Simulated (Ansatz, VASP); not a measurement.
## One calculation of BaO, two programs

INCAR

```
ALGO = Normal
EDIFF = 1E-6
EDIFFG = -0.005
ENCUT = 600
GGA = PE
IBRION = 2
ISIF = 3
ISMEAR = 0
LASPH = T
LCHARG = F
LREAL = F
LWAVE = F
NELM = 60
NSW = 100
PREC = Accurate
SIGMA = 0.02
```

The input KPOINTS:

```
k-points
0
Gamma
  8 8 8
```

Contents of POSCAR:

```
BaO
1.0
    0.0000000000      2.7500000000      2.7500000000
    2.7500000000      0.0000000000      2.7500000000
    2.7500000000      2.7500000000      0.0000000000
Ba O
1 1
Direct
    0.0000000000      0.0000000000      0.0000000000
    0.5000000000      0.5000000000      0.5000000000
```

Input for Ansatz:

```yaml
crystal:
  lattice:
    - [0.0, 2.75, 2.75]
    - [2.75, 0.0, 2.75]
    - [2.75, 2.75, 0.0]
  atoms:
    - { symbol: Ba, position: [0.0, 0.0, 0.0] }
    - { symbol: O, position: [0.5, 0.5, 0.5] }
basis:
  ecutwfc: 420
kpoints:
  mp_grid: { grid: [8, 8, 8] }
hamiltonian:
  xc: pbe
scf:
  occupations: { method: gaussian, width: 0.02 }
output:
  forces: true
  stress: true
  eigenvalues: true
relax:
  adjacent_minimum: "off"
  f_tol: 0.005
  max_steps: 80
  cell: { stress_tol: 0.05 }
```

Alike in both runs: task relaxation of cell and atoms; functional PBE; k mesh 8 × 8 × 8; occupations gaussian, width 0.02 eV; no spin polarisation.

|  | VASP | Ansatz |
| --- | --- | --- |
| version | VASP 6.6.1 | Ansatz 0.2.0 |
| potentials or method | VASP PAW PBE potentials, release 64 (Ba_sv, O), cutoff 600 eV | scalar-relativistic, plane waves, PAW |
| valence electrons in the cell | 16 | 16 |

```csv
,VASP,Ansatz,Ansatz less VASP
"gap on the k mesh at the Fermi level, each at its own relaxed structure (eV)",2.10,2.10,-0.002
relaxed volume (Å³/atom),22.11,21.64,-0.469
relaxed cell length with the largest relative difference (Å),3.969,3.941,-0.0283
```

Spin-orbit coupling is off throughout.
